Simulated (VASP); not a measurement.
Hf2C:

```xyz
3
Lattice="4.2282 0.0000 0.0000 -2.1141 3.6618 0.0000 0.0000 0.0000 3.1520" Properties=species:S:1:pos:R:3 pbc="T T T"
Hf    0.0000    2.4412    1.5760
Hf    2.1141    1.2206    1.5760
C     0.0000    0.0000    0.0000
```

```yaml
Program: VASP 6.6.1
Task: relaxation of cell and atoms
Functional: PBE
Potentials_or_basis: VASP PAW PBE potentials, release 64 (Hf_pv, C)
Cutoff: 600 eV
k_mesh: 6 × 6 × 6
Occupations: gaussian, width 0.1 eV
Spin: no spin polarisation
```

At the start: pressure 5.9 GPa; volume 16.27 Å³/atom.

Problem. Where does the relaxation end?

Solution. Over 7 steps the energy falls by 359.4 meV/atom and the volume is 17.10 Å³/atom (+5.1 %); space group P6/mmm (No. 191, to 0.05 Å).

The path:
| step | energy change (eV) | largest force (eV/Å) | pressure (GPa) | volume (Å³) |
| --- | --- | --- | --- | --- |
| 1 | 0.0000 | 0.0000 | 5.92 | 48.80 |
| 2 | -1.0349 | 0.0000 | -2.69 | 52.52 |
| 3 | -1.0613 | 0.0000 | -2.88 | 52.97 |
| 4 | -1.0621 | 0.0000 | -2.86 | 53.04 |
| 5 | -1.0668 | 0.0000 | 1.61 | 50.75 |
| 6 | -1.0756 | 0.0000 | -0.48 | 51.75 |
| 7 | -1.0782 | 0.0000 | -0.05 | 51.31 |

Final structure:
```yaml
crystal:
  lattice:
    - [4.63705, 0.00000, 0.00000]
    - [-2.31853, 4.01580, 0.00000]
    - [0.00000, 0.00000, 2.75537]
  atoms:
    - { symbol: Hf, position: [0.33333, 0.66667, 0.50000] }
    - { symbol: Hf, position: [0.66667, 0.33333, 0.50000] }
    - { symbol: C, position: [0.00000, 0.00000, 0.00000] }
```
